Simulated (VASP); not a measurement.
# Hf2TiN3 (P-3m1) in VASP: notebook

The runs below take Hf2TiN3 through single point, relaxation of cell and atoms, with PBE.

All numbers are computed with VASP 6.6.1; they aren't measurements. Logs are shortened: lines on timing, memory, paths and dates and some standing lists are left out, and cuts for length are marked.

### 1 The cell of the first run

The structure is trigonal, space group P-3m1 (No. 164). Conventional cell: a = 3.164 Å, b = 3.164 Å, c = 7.674 Å, α = 90.00°, β = 90.00°, γ = 120.00°. Within 2.9 Å of Hf (site symmetry 3m) lie 6 N at 2.23 to 2.27 Å. Ti (site symmetry -3m) has 6 N at 2.19 Å within 2.9 Å. N (site symmetry 3m) has 3 Ti at 2.19 Å and 3 Hf at 2.23 Å within 2.9 Å. Within 3.0 Å of N (site symmetry -3m) lie 6 Hf at 2.27 Å.

### 2 Single point, PBE

INCAR

```
ALGO     = Normal         # electronic algorithm
EDIFF    = 1E-7           # SCF threshold, eV
ENCUT    = 520            # plane-wave cutoff, eV
GGA      = PE             # functional
ISIF     = 2              # what is computed and relaxed
ISMEAR   = 0              # smearing method
LASPH    = True           # aspherical terms in the spheres
LCHARG   = False          # write CHGCAR
LREAL    = False          # projectors in reciprocal space
LWAVE    = False          # write WAVECAR
NBANDS   = 32             # bands
NELM     = 80             # most SCF steps
PREC     = Accurate       # precision mode
SIGMA    = 0.1            # smearing width, eV
```

KPOINTS

```
k-points
0
Gamma
  12 12 6
```

POSCAR

```
Hf2TiN3
1.0
    3.1639876602      0.0000000000      0.0000000000
   -1.5819938301      2.7400936910      0.0000000000
    0.0000000000      0.0000000000      7.6736898821
Hf Ti N
2 1 3
Direct
    0.3333333333      0.6666666667      0.6757568477
    0.6666666667      0.3333333333      0.3242431523
    0.0000000000      0.0000000000      0.0000000000
    0.6666666667      0.3333333333      0.8422612375
    0.0000000000      0.0000000000      0.5000000000
    0.3333333333      0.6666666667      0.1577387625
```

Potentials or basis: VASP PAW PBE potentials, release 64 (Hf_pv, Ti_sv, N).

Launch:

```
> cat potpaw_PBE.64/Hf_pv/POTCAR potpaw_PBE.64/Ti_sv/POTCAR potpaw_PBE.64/N/POTCAR > POTCAR
> mpirun -np 1 vasp_std > vasp.out
```

OUTCAR:

```text
EDIFF = 1E-7
   ENCUT = 520
   GGA = PE
   ISIF = 2
   ISMEAR = 0
   LASPH = True
   LREAL = False
   NELM = 80
   PREC = Accurate

 ion  position               nearest neighbor table
   1  0.333  0.667  0.676-   4 2.23   4 2.23   4 2.23   5 2.27   5 2.27   5 2.27   3 3.09   3 3.09
                             3 3.09   2 3.26   2 3.26   2 3.26
   2  0.667  0.333  0.324-   6 2.23   6 2.23   6 2.23   5 2.27   5 2.27   5 2.27   3 3.09   3 3.09
                             3 3.09   1 3.26   1 3.26   1 3.26
   3  0.000  0.000  0.000-   4 2.19   6 2.19   4 2.19   6 2.19   4 2.19   6 2.19   1 3.09   2 3.09
                             1 3.09   2 3.09   2 3.09   1 3.09
   4  0.667  0.333  0.842-   3 2.19   3 2.19   3 2.19   1 2.23   1 2.23   1 2.23
   5  0.000  0.000  0.500-   1 2.27   2 2.27   2 2.27   1 2.27   2 2.27   1 2.27
   6  0.333  0.667  0.158-   3 2.19   3 2.19   3 2.19   2 2.23   2 2.23   2 2.23

  LATTYP: Found a hexagonal cell.
 ALAT       =     3.1639876602
 C/A-ratio  =     2.4253223167

  Lattice vectors:

 A1 = (   3.1639876602,   0.0000000000,   0.0000000000)
 A2 = (  -1.5819938301,   2.7400936910,   0.0000000000)
 A3 = (   0.0000000000,   0.0000000000,   7.6736898821)

Analysis of symmetry for initial positions (statically):
=====================================================================
 Subroutine PRICEL returns:
 Original cell was already a primitive cell.

 Routine SETGRP: Setting up the symmetry group for a
 hexagonal supercell.

 Subroutine GETGRP returns: Found 12 space group operations
 (whereof 12 operations were pure point group operations)
 out of a pool of 24 trial point group operations.

The static configuration has the point symmetry D_3d.

Analysis of symmetry for dynamics (positions and initial velocities):
=====================================================================
 Subroutine PRICEL returns:
 Original cell was already a primitive cell.

 Routine SETGRP: Setting up the symmetry group for a
 hexagonal supercell.

 Subroutine GETGRP returns: Found 12 space group operations
 (whereof 12 operations were pure point group operations)
 out of a pool of 24 trial point group operations.

The dynamic configuration has the point symmetry D_3d.

 Subroutine INISYM returns: Found 12 space group operations
 (whereof 12 operations are pure point group operations),
 and found     1 'primitive' translations

----------------------------------------------------------------------------------------

                                     Primitive cell

  volume of cell :      66.5280

  direct lattice vectors                    reciprocal lattice vectors
     3.163987660  0.000000000  0.000000000     0.316056858  0.182475512  0.000000000
    -1.581993830  2.740093691  0.000000000     0.000000000  0.364951025  0.000000000
     0.000000000  0.000000000  7.673689882     0.000000000  0.000000000  0.130315404

  length of vectors
     3.163987660  3.163987660  7.673689882     0.364951025  0.364951025  0.130315404

  position of ions in fractional coordinates (direct lattice)
     0.333333333  0.666666667  0.675756848
     0.666666667  0.333333333  0.324243152
     0.000000000  0.000000000  0.000000000
     0.666666667  0.333333333  0.842261237
     0.000000000  0.000000000  0.500000000
     0.333333333  0.666666667  0.157738763

  ion indices of the primitive-cell ions
   primitive index   ion index
                 1           1
                 2           2
                 3           3
                 4           4
                 5           5
                 6           6

----------------------------------------------------------------------------------------

 KPOINTS: k-points

Automatic generation of k-mesh.
 Grid dimensions read from file:
 generate k-points for:   12   12    6

 Generating k-lattice:

  Cartesian coordinates                     Fractional coordinates (reciprocal lattice)
     0.026338072  0.015206293  0.000000000     0.083333333  0.000000000  0.000000000
     0.000000000  0.030412585  0.000000000     0.000000000  0.083333333  0.000000000
     0.000000000  0.000000000  0.021719234     0.000000000  0.000000000  0.166666667

  Length of vectors
     0.030412585  0.030412585  0.021719234

  Shift w.r.t. Gamma in fractional coordinates (k-lattice)
     0.000000000  0.000000000  0.000000000

 Subroutine IBZKPT returns following result:
 ===========================================

 Found    100 irreducible k-points:

 Following reciprocal coordinates:
            Coordinates               Weight
  0.000000  0.000000  0.000000      1.000000
  0.083333  0.000000  0.000000      6.000000
  0.166667  0.000000  0.000000      6.000000
  0.250000 -0.000000  0.000000      6.000000
  0.333333 -0.000000  0.000000      6.000000
  0.416667  0.000000  0.000000      6.000000
[... 16 lines left out ...]
  0.166667  0.000000  0.166667      6.000000
  0.000000  0.166667  0.166667      6.000000
 [... further k-points ...]
   k-points           NKPTS =    100   k-points in BZ     NKDIM =    100   number of bands    NBANDS=     32
   number of dos      NEDOS =    301   number of ions     NIONS =      6
   total plane-waves  NPLWV =  34560
   dimension x,y,z NGX =    24 NGY =   24 NGZ =   60
   dimension x,y,z NGXF=    48 NGYF=   48 NGZF=  120
   ions per type =               2   1   3
   NGX,Y,Z   is equivalent  to a cutoff of  12.61, 12.61, 13.00 a.u.
   NGXF,Y,Z  is equivalent  to a cutoff of  25.22, 25.22, 26.00 a.u.
 SYSTEM =  unknown system
   PREC   = accura    normal or accurate (medium, high low for compatibility)
   ISTART =      0    job   : 0-new  1-cont  2-samecut
   ICHARG =      2    charge: 1-file 2-atom 10-const
   ISPIN  =      1    spin polarized calculation?
   LNONCOLLINEAR =      F non collinear calculations
   LSORBIT =      F    spin-orbit coupling
   LASPH  =      T    aspherical Exc in radial PAW
   ENCUT  =  520.0 eV  38.22 Ry    6.18 a.u.   5.88  5.88 14.27*2*pi/ulx,y,z
   NELM   =     80;   NELMIN=  2; NELMDL= -5     # of ELM steps
   EDIFF  = 0.1E-06   stopping-criterion for ELM
   LREAL  =      F    real-space projection
   EDIFFG = 0.1E-05   stopping-criterion for IOM
   NSW    =      0    number of steps for IOM
   IBRION =     -1    ionic relax: 0-MD 1-quasi-New 2-CG
   NFREE  =      0    steps in history (QN), initial steepest desc. (CG)
   ISIF   =      2    stress and relaxation
   ISYM   =      2    0-nonsym 1-usesym 2-fastsym
   POTIM  = 0.5000    time-step for ionic-motion
   TEBEG  =    0.0;   TEEND  =   0.0 temperature during run
   PSTRESS=    0.0 pullay stress
   NELECT =      47.0000    total number of electrons
   NUPDOWN=      -1.0000    fix difference up-down
   EMIN   =  10.00;   EMAX   =-10.00  energy-range for DOS
   EFERMI =   0.00;   METHOD = LEGACY
   ISMEAR =     0;   SIGMA  =   0.10  broadening in eV -4-tet -1-fermi 0-gaus
   EFERMI_NEDOS =   21; number of points for ismear=-14 and -15
   IALGO  =     38    algorithm
   IMIX   =      4    mixing-type and parameters
     AMIX     =   0.40;   BMIX     =  1.00
     AMIX_MAG =   1.60;   BMIX_MAG =  1.00
  volume/ion in A,a.u.               =      11.09        74.83
  Fermi-wavevector in a.u.,A,eV,Ry     =   1.458051  2.755316 28.924788  2.125912
  Thomas-Fermi vector in A             =   2.574781
   LORBIT       =      0    0 simple, 1 ext, 2 COOP (PROOUT), +10 PAW based schemes
   GGA     = PE    functional components
   LHFCALC =     F    Hartree Fock is set to
   AEXX    =    0.0000 exact exchange contribution
   IVDW    =     0    specifies the selected vdW correction
   LEPSILON=     F    determine dielectric tensor
   LRPA    =     F    only Hartree local field effects (RPA)
 non-spin polarized calculation
 Gauss-broadening in eV      SIGMA  =   0.10
  energy-cutoff  :      520.00
  volume of cell :       66.53
 maximum number of plane-waves:      1812
   NGX = 11   NGY = 11   NGZ = 29

 number of electron      47.0000013 magnetization

 Free energy of the ion-electron system (eV)
  ---------------------------------------------------
  ext. energy  EPLUGINS =         0.00000000
  ---------------------------------------------------
  free energy    TOTEN  =       -63.06639601 eV

  energy without entropy =      -63.05595975  energy(sigma->0) =      -63.06117788

 E-fermi :   9.0302     XC(G=0): -12.7019

 val. band max:        9.0283618017   @ k =   0.3333   0.2500   0.5000
 cond. band min:       9.0374967400   @ k =   0.5000  -0.0000   0.1667
 fundamental gap:      0.0091349383
 Fermi energy:         9.0301732572

 k-point     1 :       0.0000    0.0000    0.0000
  band No.  band energies     occupation
      1     -48.7966      2.00000
      2     -25.1481      2.00000
      3     -24.9363      2.00000
      4     -24.9363      2.00000
      5     -22.7919      2.00000
      6     -22.3373      2.00000
[... 24 lines left out ...]
     31      10.8541      0.00000
     32      11.4386      0.00000

 k-point     2 :       0.0833    0.0000    0.0000
  band No.  band energies     occupation
      1     -48.7943      2.00000
      2     -25.1431      2.00000
      3     -24.9567      2.00000
      4     -24.9406      2.00000
      5     -22.7742      2.00000
      6     -22.3402      2.00000
[... 24 lines left out ...]
     31      11.4405      0.00000
     32      11.7330      0.00000
[... 733 lines left out ...]
     31      11.7679      0.00000
     32      12.0476      0.00000

 k-point    24 :       0.0000    0.1667    0.1667
  band No.  band energies     occupation
      1     -48.7883      2.00000
      2     -25.1300      2.00000
      3     -25.0119      2.00000
      4     -24.9524      2.00000
      5     -22.7210      2.00000
      6     -22.3863      2.00000
[... 24 lines left out ...]
     31      11.9393      0.00000
     32      12.3461      0.00000

 [... further k-points ...]

------------------------ aborting loop because EDIFF is reached ----------------------------------------

  FORCE on cell =-STRESS in cart. coord.  units (eV):
  Direction    XX          YY          ZZ          XY          YZ          ZX
  --------------------------------------------------------------------------------------
  -------------------------------------------------------------------------------------
  Total       -0.6314009     -0.6314009     -0.6848808      0.0000000      0.0000000      0.0000000
  in kB      -15.2058725    -15.2058725    -16.4938149      0.0000000      0.0000000      0.0000000
  external PRESSURE =     -15.6351866 kB  Pullay stress =       0.0000000 kB

 VOLUME and BASIS-vectors are now :
 -----------------------------------------------------------------------------
  energy-cutoff  :      520.00
  volume of cell :       66.53
      direct lattice vectors                 reciprocal lattice vectors
     3.163987660  0.000000000  0.000000000     0.316056858  0.182475512  0.000000000
    -1.581993830  2.740093691  0.000000000     0.000000000  0.364951025  0.000000000
     0.000000000  0.000000000  7.673689882     0.000000000  0.000000000  0.130315404

 POSITION                                       TOTAL-FORCE (eV/Angst)
 -----------------------------------------------------------------------------------
     -0.00000      1.82673      5.18555         0.000000      0.000000      0.001258
      1.58199      0.91336      2.48814        -0.000000     -0.000000     -0.001258
      0.00000      0.00000      0.00000         0.000000      0.000000      0.000000
      1.58199      0.91336      6.46325        -0.000000      0.000000     -0.135209
      0.00000      0.00000      3.83684         0.000000      0.000000      0.000000
     -0.00000      1.82673      1.21044         0.000000     -0.000000      0.135209
 -----------------------------------------------------------------------------------
    total drift:                                0.000000      0.000000      0.000000

  FREE ENERGIE OF THE ION-ELECTRON SYSTEM (eV)
  ---------------------------------------------------
  free  energy   TOTEN  =       -63.0663960113 eV

  energy  without entropy=      -63.0559597506  energy(sigma->0) =      -63.06117788
```

Run time: 5.9 min. Hardware: 1 thread of Intel Xeon 8259CL, shared host; peak memory 0.33 GiB.

What came out:

* Free energy: -63.0664 eV
* Pressure: -1.6 GPa
* Largest force: 0.135 eV/Å
* Band gap on the k mesh: zero (an odd number of electrons rules out a gap without spin polarisation)

Forces on the atoms (eV/Å):
```
Hf   0.000  0.000  0.001
Hf   0.000  0.000 -0.001
Ti   0.000  0.000  0.000
N    0.000  0.000 -0.135
N    0.000  0.000  0.000
N    0.000  0.000  0.135
```

Caveat: spin-orbit coupling is left out, which moves the levels of the heavy elements.

(Part 1 of 2 ends here.)
